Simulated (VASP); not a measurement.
Crystal: Fe.

```xyz
1
Lattice="0.0000 1.7775 1.7775 1.7775 0.0000 1.7775 1.7775 1.7775 0.0000" Properties=species:S:1:pos:R:3 pbc="T T T"
Fe    0.0000    0.0000    0.0000
```

Base run:

```yaml
Program: VASP 6.6.1
Functional: PBE
Potentials_or_basis: VASP PAW PBE potentials, release 64 (Fe)
Cutoff: 520 eV
k_mesh: 12 × 12 × 12
Occupations: fermi-dirac, width 0.1 eV
Spin: collinear spin, ferromagnetic start
Starting_moments: "[1.09] μB"
Fixed_moment: 1.09 μB
```

Its results: pressure -13.2 GPa; site moments Fe +1.08 μB.

The run is repeated on the same cell with these changes: fixed moment from 1.09 μB to 2.55 μB; moments at the start from [1.09] to [2.55]. What comes out?

Pressure 14.7 GPa; site moments Fe +2.53 μB.

Caveats: the total moment is fixed, so each spin has its own Fermi level.
